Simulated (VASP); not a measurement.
# BaTiO3 (Amm2) in VASP: notebook, part 2 of 2

VASP 6.6.1. Earlier steps stand in the parts before.

## (3) Single point, r2SCAN

Contents of POSCAR:

```
BaTiO3
1.0
    3.9631984557      0.0000000000      0.0000000000
    0.0000000000      2.8578841634      2.8741958914
    0.0000000000     -2.8578841634      2.8741958914
Ba Ti O
1 1 3
Direct
    0.0000000000      0.0049647928      0.0049647928
    0.5000000000      0.5205652015      0.5205652015
    0.5000000000      0.9767600020      0.4907771772
    0.5000000000      0.4907771772      0.9767600020
    0.0000000000      0.4868328265      0.4868328265
```

Contents of INCAR.step1:

```
SYSTEM = BaTiO3
ALGO = Normal ; EDIFF = 1E-4
ENCUT = 520 ; GGA = PE
ISMEAR = 0 ; LASPH = .True.
LCHARG = .False. ; LREAL = .False.
LWAVE = .True. ; NBANDS = 28
NELM = 100 ; PREC = Accurate
SIGMA = 0.01
```

Contents of INCAR.step2:

```
SYSTEM = BaTiO3
ALGO = Normal ; EDIFF = 1E-6
ENCUT = 520 ; ISIF = 2
ISMEAR = 0 ; ISTART = 1
LASPH = .True. ; LCHARG = .True.
LELF = .True. ; LMIXTAU = .True.
LREAL = .False. ; LVHAR = .True.
LWAVE = .False. ; METAGGA = R2SCAN
NBANDS = 28 ; NELM = 100
PREC = Accurate ; SIGMA = 0.01
```

Contents of KPOINTS:

```
k-points
0
Gamma
  6 6 6
  0 0 0
```

Potentials or basis: VASP PAW PBE potentials, release 64 (Ba_sv, Ti_sv, O).

Run with:

```console
$ cat potpaw_PBE.64/Ba_sv/POTCAR potpaw_PBE.64/Ti_sv/POTCAR potpaw_PBE.64/O/POTCAR > POTCAR
$ cp INCAR.step1 INCAR
$ mpirun -np 1 vasp_std > vasp.out
$ cp INCAR.step2 INCAR
$ mpirun -np 1 vasp_std > vasp.out
```

OUTCAR:

```text
SYSTEM = BaTiO3
   EDIFF = 1E-6
   ENCUT = 520
   ISIF = 2
   ISMEAR = 0
   ISTART = 1
   LASPH = .True.
   LREAL = .False.
   METAGGA = R2SCAN
   NELM = 100
   PREC = Accurate

 ion  position               nearest neighbor table
   1  0.000  0.005  0.005-   5 2.77   4 2.80   3 2.80   3 2.80   4 2.80   5 2.86   5 2.86   4 2.88
                             3 2.88   3 2.88   4 2.88   5 2.98   2 3.42   2 3.42   2 3.48   2 3.48
   2  0.500  0.521  0.521-   3 1.85   4 1.85   5 1.99   5 1.99   3 2.21   4 2.21   1 3.42   1 3.42
                             1 3.48   1 3.48   1 3.48   1 3.48   1 3.57   1 3.57
   3  0.500  0.977  0.491-   2 1.85   2 2.21   1 2.80   1 2.80   1 2.88   1 2.88
   4  0.500  0.491  0.977-   2 1.85   2 2.21   1 2.80   1 2.80   1 2.88   1 2.88
   5  0.000  0.487  0.487-   2 1.99   2 1.99   1 2.77   1 2.86   1 2.86   1 2.98

  LATTYP: Found a base centered orthorhombic cell.
 ALAT       =     5.7157683268
 B/A-ratio  =     1.0057076239
 C/A-ratio  =     0.6933798274

  Lattice vectors:

 A1 = (   0.0000000000,   2.8578841634,  -2.8741958914)
 A2 = (   0.0000000000,   2.8578841634,   2.8741958914)
 A3 = (   3.9631984557,   0.0000000000,   0.0000000000)

[... 177 lines left out ...]
  free energy    TOTEN  =       -74.26631562 eV

  energy without entropy =      -74.26631562  energy(sigma->0) =      -74.26631562

 E-fermi :   3.4782     XC(G=0): -11.8105

 val. band max:        3.4088767327   @ k =   0.5000   0.5000   0.5000
 cond. band min:       6.0504903737   @ k =   0.0000   0.0000   0.0000
 fundamental gap:      2.6416136410
 Fermi energy:         3.4782372649

 k-point     1 :       0.0000    0.0000    0.0000
  band No.  band energies     occupation
      1     -55.1793      2.00000
      2     -30.4041      2.00000
      3     -30.4013      2.00000
      4     -30.3318      2.00000
      5     -22.1487      2.00000
      6     -14.4106      2.00000
[... 733 lines left out ...]
     27      12.1635      0.00000
     28      12.5804      0.00000

 [... further k-points ...]
[... 5 lines left out ...]
  --------------------------------------------------------------------------------------
  -------------------------------------------------------------------------------------
  Total        0.7534560      0.8239201      0.7679309      0.0000000      0.0000000      0.0000000
  in kB       18.5409361     20.2749080     18.8971324      0.0000000      0.0000000      0.0000000
  external PRESSURE =      19.2376588 kB  Pullay stress =       0.0000000 kB

 VOLUME and BASIS-vectors are now :
 -----------------------------------------------------------------------------
  energy-cutoff  :      520.00
  volume of cell :       65.11
      direct lattice vectors                 reciprocal lattice vectors
     3.963198456  0.000000000  0.000000000     0.252321455  0.000000000  0.000000000
     0.000000000  2.857884163  2.874195891     0.000000000  0.174954607  0.173961699
     0.000000000 -2.857884163  2.874195891     0.000000000 -0.174954607  0.173961699

 POSITION                                       TOTAL-FORCE (eV/Angst)
 -----------------------------------------------------------------------------------
      0.00000      0.00000      0.02854         0.000000      0.000000     -0.029609
      1.98160      0.00000      2.99241         0.000000      0.000000     -0.173613
      1.98160      1.38888      4.21799         0.000000      0.082380      0.091283
      1.98160     -1.38888      4.21799         0.000000     -0.082380      0.091283
      0.00000      0.00000      2.79851         0.000000      0.000000      0.020656
 -----------------------------------------------------------------------------------
    total drift:                                0.000000     -0.000001      0.009586

  FREE ENERGIE OF THE ION-ELECTRON SYSTEM (eV)
  ---------------------------------------------------
  free  energy   TOTEN  =       -74.2663156215 eV

  energy  without entropy=      -74.2663156215  energy(sigma->0) =      -74.26631562
```

OUTCAR.step1:

```text
SYSTEM = BaTiO3
   EDIFF = 1E-4
   ENCUT = 520
   GGA = PE
   ISMEAR = 0
[... 981 lines left out ...]
      1.98160      0.00000      2.99241         0.000000      0.000000     -0.137103
      1.98160      1.38888      4.21799         0.000000      0.129297      0.093264
      1.98160     -1.38888      4.21799         0.000000     -0.129297      0.093264
      0.00000      0.00000      2.79851         0.000000      0.000000     -0.030527
 -----------------------------------------------------------------------------------
    total drift:                                0.000000     -0.000001      0.003010

  FREE ENERGIE OF THE ION-ELECTRON SYSTEM (eV)
  ---------------------------------------------------
  free  energy   TOTEN  =       -40.0201161981 eV

  energy  without entropy=      -40.0201161981  energy(sigma->0) =      -40.02011620
```

Run time: 4 min. Hardware: 1 thread of Intel Xeon Platinum 8488C (Sapphire Rapids), shared host; peak memory 0.23 GiB.

What came out:

- Free energy: -74.2663 eV
- Pressure: 1.9 GPa
- Largest force: 0.174 eV/Å
- Band gap on the k mesh: 2.64 eV, indirect (least direct gap 3.12 eV)

Forces in eV/Å, atoms in the order of the input:
```
Ba   0.000  0.000 -0.030
Ti   0.000  0.000 -0.174
O    0.000  0.082  0.091
O    0.000 -0.082  0.091
O    0.000  0.000  0.021
```

Levels at points of the mesh, in eV from the valence-band top:
```tsv
k point	band 16	band 17	band 18	band 19	band 20	band 21	band 22	band 23	band 24	band 25
(0.00, 0.00, 0.00)	-1.39	-1.16	-0.58	-0.55	-0.47	2.64	2.86	2.93	4.69	4.75
(0.50, 0.00, 0.00)	-2.20	-1.68	-1.54	-1.25	-1.14	3.03	4.05	4.26	4.68	6.27
(0.00, 0.50, 0.00)	-1.89	-1.85	-1.69	-1.00	-0.83	2.86	4.12	4.13	4.68	6.48
(0.50, 0.50, 0.00)	-2.65	-1.77	-0.98	-0.94	-0.08	4.16	4.18	4.54	5.18	8.13
(0.00, 0.50, 0.50)	-2.68	-1.67	-0.96	-0.88	-0.29	4.11	4.17	4.44	5.49	8.01
(0.50, 0.50, 0.50)	-2.45	-2.42	-0.21	-0.03	0.00	4.64	4.68	4.82	7.03	7.22
```

Caveat: the PAW data sets were made with another functional, which shifts forces and pressure a little; spin-orbit coupling is left out, which moves the levels of the heavy elements. A k mesh can miss the band edges.
